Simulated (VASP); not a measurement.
TiAl5: single point with PBE

Crystal: TiAl5.

```
Ti Al
1.0
     5.02908    0.00000    0.00000
    -2.51454    4.35531    0.00000
     0.00000    0.00000    4.08733
Ti Al
1 5
Direct
  0.00000 0.00000 0.00000
  0.00000 0.50000 0.50000
  0.33333 0.66667 0.00000
  0.66667 0.33333 0.00000
  0.50000 0.00000 0.50000
  0.50000 0.50000 0.50000
```

- Program: VASP 6.6.1
- Task: single point
- Functional: PBE
- Potentials or basis: VASP PAW PBE potentials, release 64 (Ti_sv, Al)
- Cutoff: 520 eV
- k mesh: 6 × 6 × 4
- Occupations: gaussian, width 0.1 eV
- Spin: no spin polarisation

```yaml
Pressure: 18.2 GPa
```

Stress tensor (GPa, compression positive):
```
15.36  0.00  0.00
 0.00 15.36  0.00
 0.00  0.00 23.99
```

Levels at points of the mesh, in eV from the Fermi level:
```csv
k point,band 10,band 11,band 12,band 13,band 14,band 15,band 16,band 17,band 18,band 19
"(0.00, 0.00, 0.00)",-2.75,-2.68,-2.68,-0.51,0.32,0.32,1.16,1.90,1.90,2.82
"(0.50, 0.00, 0.00)",-1.67,-1.47,-1.09,-0.75,-0.19,0.18,1.70,1.77,1.86,3.03
"(0.00, 0.00, 0.50)",-2.32,-2.32,-2.26,-1.76,-1.76,0.17,0.17,1.15,1.16,2.57
"(0.50, 0.00, 0.50)",-3.33,-3.31,-1.96,-0.12,0.45,1.27,1.76,1.93,2.67,3.37
```

It took 34 s on 1 thread of AMD EPYC 9R14 (Zen 4) (shared host), peak memory 0.18 GiB.

Caveat: the k points lie up to 0.38 Å⁻¹ apart.
